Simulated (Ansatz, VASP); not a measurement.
# CdS: VASP beside Ansatz

```
S Cd
1.0
     4.11833    0.00000    0.00000
     0.00000    4.11833    0.00000
     0.00000    0.00000   25.19234
S Cd
4 4
Direct
  0.00000 0.50000 0.29968
  0.50000 0.00000 0.41462
  0.00000 0.50000 0.53033
  0.50000 0.00000 0.64728
  0.50000 0.50000 0.35210
  0.00000 0.00000 0.46860
  0.50000 0.50000 0.58474
  0.00000 0.00000 0.70267
```

Alike in both runs: functional PBEsol; k mesh 7 × 7 × 1; occupations gaussian, width 0.05 eV; no spin polarisation.

Ansatz relaxed the structure, and its values are those at the end. VASP's run is a single point on that final structure, the one shown.

|  | VASP | Ansatz |
| --- | --- | --- |
| version | VASP 6.6.1 | Ansatz 0.2.0 |
| potentials or method | VASP PAW PBE potentials, release 64 (S, Cd), cutoff 520 eV | scalar-relativistic, plane waves, PAW |
| valence electrons in the cell | 72 | 104 |

```csv
,VASP,Ansatz,Ansatz less VASP
rms of the force components (eV/Å),0.017,0.000,-0.0163
```

VASP's potentials were made for PBE, not for PBEsol. VASP's potentials hold 72 valence electrons a cell and Ansatz's 104, so a difference there can come from the potentials and not from the codes.
